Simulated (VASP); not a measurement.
# Tl3HBr2 (P6/mmm) in VASP: further runs

Tl3HBr2 is run at these levels: PBE; tasks: single point, relaxation of cell and atoms.

Program: VASP 6.6.1. These are calculated values, not measurements. Logs are shortened: lines on timing, memory, paths and dates and some standing lists are left out, and cuts for length are marked.

**1. The cell of the first run**

Symmetry: P6/mmm, No. 191, hexagonal system. Conventional cell: a = 8.047 Å, b = 8.047 Å, c = 4.643 Å, α = 90.00°, β = 90.00°, γ = 120.00°. Within 4.3 Å of Tl (site symmetry mmm) lie 4 Br at 3.28 Å and 4 Tl at 4.02 Å. Within 4.3 Å of Br (site symmetry -6m2) lie 6 Tl at 3.28 Å.

The cell was built from a structure type or drawn by symmetry, and may not be a known phase.

**2. Single point, PBE**

INCAR reads:

```
SYSTEM = Tl3HBr2
PREC     = Accurate       ! precision mode
ENCUT    = 520            ! plane-wave cutoff, eV
EDIFF    = 1E-7           ! SCF threshold, eV
ISMEAR   = 0              ! smearing method
SIGMA    = 0.1            ! smearing width, eV
LREAL    = .False.        ! projectors in reciprocal space
LASPH    = .True.         ! aspherical terms in the spheres
NELM     = 100            ! most SCF steps
ALGO     = Normal         ! electronic algorithm
ISIF     = 2              ! what is computed and relaxed
LWAVE    = .False.        ! write WAVECAR
LCHARG   = .False.        ! write CHGCAR
GGA      = PE             ! functional
NBANDS   = 36             ! bands
```

KPOINTS reads:

```
regular mesh
0
Gamma
  6 6 8
  0 0 0
```

POSCAR reads:

```
Tl3HBr2
1.0
    8.0471981127      0.0000000000      0.0000000000
   -4.0235990563      6.9690779949      0.0000000000
    0.0000000000      0.0000000000      4.6434088928
Tl H Br
3 1 2
Direct
    0.5000000000      0.5000000000      0.5000000000
    0.5000000000      0.0000000000      0.5000000000
    0.0000000000      0.5000000000      0.5000000000
    0.0000000000      0.0000000000      0.0000000000
    0.6666666667      0.3333333333      0.0000000000
    0.3333333333      0.6666666667      0.0000000000
```

Potentials or basis: VASP PAW PBE potentials, release 64 (Tl_d, H, Br).

Run with:

```sh
$ cat potpaw_PBE.64/Tl_d/POTCAR potpaw_PBE.64/H/POTCAR potpaw_PBE.64/Br/POTCAR > POTCAR
$ mpirun -np 1 vasp_std > vasp.out
```

OUTCAR:

```text
SYSTEM = Tl3HBr2
   PREC = Accurate
   ENCUT = 520
   EDIFF = 1E-7
   ISMEAR = 0
   LREAL = .False.
   LASPH = .True.
   NELM = 100
   ISIF = 2
   GGA = PE

 ion  position               nearest neighbor table
   1  0.500  0.500  0.500-   5 3.28   6 3.28   5 3.28   6 3.28   2 4.02   2 4.02   3 4.02   3 4.02

   2  0.500  0.000  0.500-   5 3.28   6 3.28   5 3.28   6 3.28   1 4.02   1 4.02   3 4.02   3 4.02

   3  0.000  0.500  0.500-   5 3.28   6 3.28   5 3.28   6 3.28   1 4.02   1 4.02   2 4.02   2 4.02

   4  0.000  0.000  0.000-
   5  0.667  0.333  0.000-   2 3.28   2 3.28   3 3.28   3 3.28   1 3.28   1 3.28
   6  0.333  0.667  0.000-   2 3.28   2 3.28   3 3.28   3 3.28   1 3.28   1 3.28

  LATTYP: Found a hexagonal cell.
 ALAT       =     8.0471981127
 C/A-ratio  =     0.5770218190

  Lattice vectors:

 A1 = (   8.0471981127,   0.0000000000,   0.0000000000)
 A2 = (  -4.0235990563,   6.9690779949,   0.0000000000)
 A3 = (   0.0000000000,   0.0000000000,   4.6434088928)

Analysis of symmetry for initial positions (statically):
=====================================================================
 Subroutine PRICEL returns:
 Original cell was already a primitive cell.

 Routine SETGRP: Setting up the symmetry group for a
 hexagonal supercell.

 Subroutine GETGRP returns: Found 24 space group operations
 (whereof 24 operations were pure point group operations)
 out of a pool of 24 trial point group operations.

The static configuration has the point symmetry D_6h.

Analysis of symmetry for dynamics (positions and initial velocities):
=====================================================================
 Subroutine PRICEL returns:
 Original cell was already a primitive cell.

 Routine SETGRP: Setting up the symmetry group for a
 hexagonal supercell.

 Subroutine GETGRP returns: Found 24 space group operations
 (whereof 24 operations were pure point group operations)
 out of a pool of 24 trial point group operations.

The dynamic configuration has the point symmetry D_6h.

 Subroutine INISYM returns: Found 24 space group operations
 (whereof 24 operations are pure point group operations),
 and found     1 'primitive' translations

----------------------------------------------------------------------------------------

                                     Primitive cell

  volume of cell :     260.4096

  direct lattice vectors                    reciprocal lattice vectors
     8.047198113  0.000000000  0.000000000     0.124266855  0.071745502  0.000000000
    -4.023599056  6.969077995  0.000000000     0.000000000  0.143491004  0.000000000
     0.000000000  0.000000000  4.643408893     0.000000000  0.000000000  0.215359022

  length of vectors
     8.047198113  8.047198113  4.643408893     0.143491004  0.143491004  0.215359022

  position of ions in fractional coordinates (direct lattice)
     0.500000000  0.500000000  0.500000000
     0.500000000  0.000000000  0.500000000
     1.000000000  0.500000000  0.500000000
     0.000000000  0.000000000  0.000000000
     0.666666667  0.333333333  0.000000000
     0.333333333  0.666666667  0.000000000

  ion indices of the primitive-cell ions
   primitive index   ion index
                 1           1
                 2           2
                 3           3
                 4           4
                 5           5
                 6           6

----------------------------------------------------------------------------------------

 KPOINTS: regular mesh

Automatic generation of k-mesh.
 Grid dimensions read from file:
 generate k-points for:    6    6    8

 Generating k-lattice:

  Cartesian coordinates                     Fractional coordinates (reciprocal lattice)
     0.020711142  0.011957584  0.000000000     0.166666667 -0.000000000  0.000000000
     0.000000000  0.023915167  0.000000000     0.000000000  0.166666667  0.000000000
     0.000000000  0.000000000  0.026919878     0.000000000  0.000000000  0.125000000

  Length of vectors
     0.023915167  0.023915167  0.026919878

  Shift w.r.t. Gamma in fractional coordinates (k-lattice)
     0.000000000  0.000000000  0.000000000

 Subroutine IBZKPT returns following result:
 ===========================================

 Found     35 irreducible k-points:

 Following reciprocal coordinates:
            Coordinates               Weight
  0.000000  0.000000  0.000000      1.000000
  0.166667  0.000000  0.000000      6.000000
  0.333333  0.000000  0.000000      6.000000
  0.500000  0.000000  0.000000      3.000000
  0.166667  0.166667  0.000000      6.000000
  0.333333  0.166667  0.000000     12.000000
[... 16 lines left out ...]
  0.166667  0.000000  0.375000     12.000000
  0.333333  0.000000  0.375000     12.000000
 [... further k-points ...]
   k-points           NKPTS =     35   k-points in BZ     NKDIM =     35   number of bands    NBANDS=     36
   number of dos      NEDOS =    301   number of ions     NIONS =      6
   total plane-waves  NPLWV = 129600
   dimension x,y,z NGX =    60 NGY =   60 NGZ =   36
   dimension x,y,z NGXF=   120 NGYF=  120 NGZF=   72
   ions per type =               3   1   2
   NGX,Y,Z   is equivalent  to a cutoff of  12.40, 12.40, 12.89 a.u.
   NGXF,Y,Z  is equivalent  to a cutoff of  24.79, 24.79, 25.78 a.u.
 SYSTEM =  Tl3HBr2
   PREC   = accura    normal or accurate (medium, high low for compatibility)
   ISTART =      0    job   : 0-new  1-cont  2-samecut
   ICHARG =      2    charge: 1-file 2-atom 10-const
   ISPIN  =      1    spin polarized calculation?
   LNONCOLLINEAR =      F non collinear calculations
   LSORBIT =      F    spin-orbit coupling
   LASPH  =      T    aspherical Exc in radial PAW
   ENCUT  =  520.0 eV  38.22 Ry    6.18 a.u.  14.96 14.96  8.63*2*pi/ulx,y,z
   NELM   =    100;   NELMIN=  2; NELMDL= -5     # of ELM steps
   EDIFF  = 0.1E-06   stopping-criterion for ELM
   LREAL  =      F    real-space projection
   EDIFFG = 0.1E-05   stopping-criterion for IOM
   NSW    =      0    number of steps for IOM
   IBRION =     -1    ionic relax: 0-MD 1-quasi-New 2-CG
   NFREE  =      0    steps in history (QN), initial steepest desc. (CG)
   ISIF   =      2    stress and relaxation
   ISYM   =      2    0-nonsym 1-usesym 2-fastsym
   POTIM  = 0.5000    time-step for ionic-motion
   TEBEG  =    0.0;   TEEND  =   0.0 temperature during run
   PSTRESS=    0.0 pullay stress
   NELECT =      54.0000    total number of electrons
   NUPDOWN=      -1.0000    fix difference up-down
   EMIN   =  10.00;   EMAX   =-10.00  energy-range for DOS
   EFERMI =   0.00;   METHOD = LEGACY
   ISMEAR =     0;   SIGMA  =   0.10  broadening in eV -4-tet -1-fermi 0-gaus
   EFERMI_NEDOS =   21; number of points for ismear=-14 and -15
   IALGO  =     38    algorithm
   IMIX   =      4    mixing-type and parameters
     AMIX     =   0.40;   BMIX     =  1.00
     AMIX_MAG =   1.60;   BMIX_MAG =  1.00
  volume/ion in A,a.u.               =      43.40       292.89
  Fermi-wavevector in a.u.,A,eV,Ry     =   0.968993  1.831130 12.775143  0.938947
  Thomas-Fermi vector in A             =   2.099008
   LORBIT       =      0    0 simple, 1 ext, 2 COOP (PROOUT), +10 PAW based schemes
   GGA     = PE    functional components
   LHFCALC =     F    Hartree Fock is set to
   AEXX    =    0.0000 exact exchange contribution
   IVDW    =     0    specifies the selected vdW correction
   LEPSILON=     F    determine dielectric tensor
   LRPA    =     F    only Hartree local field effects (RPA)
 non-spin polarized calculation
 Gauss-broadening in eV      SIGMA  =   0.10
  energy-cutoff  :      520.00
  volume of cell :      260.41
 maximum number of plane-waves:      7040
 NGX is ok and might be reduce to    60
   NGX = 29   NGY = 29   NGZ = 17

 number of electron      53.9999982 magnetization

 Free energy of the ion-electron system (eV)
  ---------------------------------------------------
  ext. energy  EPLUGINS =         0.00000000
  ---------------------------------------------------
  free energy    TOTEN  =       -13.72269307 eV

  energy without entropy =      -13.71655529  energy(sigma->0) =      -13.71962418

 E-fermi :   1.3862     XC(G=0):  -6.8749

 val. band max:        1.3714143177   @ k =   0.3333   0.3333   0.5000
 cond. band min:       1.5276835933   @ k =   0.1667   0.0000   0.1250
 fundamental gap:      0.1562692756
 Fermi energy:         1.3862009836

 k-point     1 :       0.0000    0.0000    0.0000
  band No.  band energies     occupation
      1     -14.4811      2.00000
      2     -14.3513      2.00000
      3     -10.9438      2.00000
      4     -10.9438      2.00000
      5     -10.9258      2.00000
      6     -10.9042      2.00000
[... 28 lines left out ...]
     35       5.9041      0.00000
     36       5.9664      0.00000

 k-point     2 :       0.1667    0.0000    0.0000
  band No.  band energies     occupation
      1     -14.4737      2.00000
      2     -14.3592      2.00000
      3     -10.9424      2.00000
      4     -10.9343      2.00000
      5     -10.9184      2.00000
      6     -10.8985      2.00000
[... 28 lines left out ...]
     35       5.3671      0.00000
     36       5.9511      0.00000

 k-point     3 :       0.3333    0.0000    0.0000
  band No.  band energies     occupation
      1     -14.4543      2.00000
      2     -14.3794      2.00000
      3     -10.9408      2.00000
      4     -10.9088      2.00000
      5     -10.8971      2.00000
      6     -10.8842      2.00000
[... 28 lines left out ...]
     35       5.1446      0.00000
     36       5.9925      0.00000
[... 742 lines left out ...]
 k-point    23 :       0.1667    0.0000    0.3750
  band No.  band energies     occupation
      1     -14.3771      2.00000
      2     -14.3727      2.00000
      3     -10.9525      2.00000
      4     -10.9384      2.00000
      5     -10.9312      2.00000
      6     -10.8603      2.00000
[... 28 lines left out ...]
     35       4.9536      0.00000
     36       5.2615      0.00000

 k-point    24 :       0.3333    0.0000    0.3750
  band No.  band energies     occupation
      1     -14.3763      2.00000
      2     -14.3733      2.00000
      3     -10.9441      2.00000
      4     -10.9247      2.00000
      5     -10.9060      2.00000
      6     -10.8714      2.00000
[... 28 lines left out ...]
     35       4.4857      0.00000
     36       5.3231      0.00000

 [... further k-points ...]

------------------------ aborting loop because EDIFF is reached ----------------------------------------

  FORCE on cell =-STRESS in cart. coord.  units (eV):
  Direction    XX          YY          ZZ          XY          YZ          ZX
  --------------------------------------------------------------------------------------
  -------------------------------------------------------------------------------------
  Total        0.0010063      0.0010063     -0.0174399      0.0000000     -0.0000000      0.0000000
  in kB        0.0061916      0.0061916     -0.1072994      0.0000000     -0.0000000      0.0000000
  external PRESSURE =      -0.0316387 kB  Pullay stress =       0.0000000 kB

 VOLUME and BASIS-vectors are now :
 -----------------------------------------------------------------------------
  energy-cutoff  :      520.00
  volume of cell :      260.41
      direct lattice vectors                 reciprocal lattice vectors
     8.047198113  0.000000000  0.000000000     0.124266855  0.071745502  0.000000000
    -4.023599056  6.969077995  0.000000000     0.000000000  0.143491004  0.000000000
     0.000000000  0.000000000  4.643408893     0.000000000  0.000000000  0.215359022

 POSITION                                       TOTAL-FORCE (eV/Angst)
 -----------------------------------------------------------------------------------
      2.01180      3.48454      2.32170         0.000000      0.000000      0.000000
      4.02360      0.00000      2.32170         0.000000      0.000000      0.000000
     -2.01180      3.48454      2.32170         0.000000      0.000000      0.000000
      0.00000      0.00000      0.00000         0.000000      0.000000      0.000000
      4.02360      2.32303      0.00000        -0.000000      0.000000     -0.000000
     -0.00000      4.64605      0.00000         0.000000     -0.000000      0.000000
 -----------------------------------------------------------------------------------
    total drift:                                0.000000      0.000000      0.000000

  FREE ENERGIE OF THE ION-ELECTRON SYSTEM (eV)
  ---------------------------------------------------
  free  energy   TOTEN  =       -13.7226930691 eV

  energy  without entropy=      -13.7165552907  energy(sigma->0) =      -13.71962418
```

It took 5.6 min on 1 thread of Intel Xeon Platinum 8259CL at 2.50GHz (Skylake/Cascade Lake), shared host; peak memory 0.53 GiB.

Results:

```yaml
Free_energy: -13.7227 eV
Pressure: 0.0 GPa
Band_gap_on_the_k_mesh: zero (bands 27 and 28 overlap by 0.28 eV)
```

Caveat: spin-orbit coupling is left out, which moves the levels of the heavy elements.

(Part 1 of 2 ends here.)
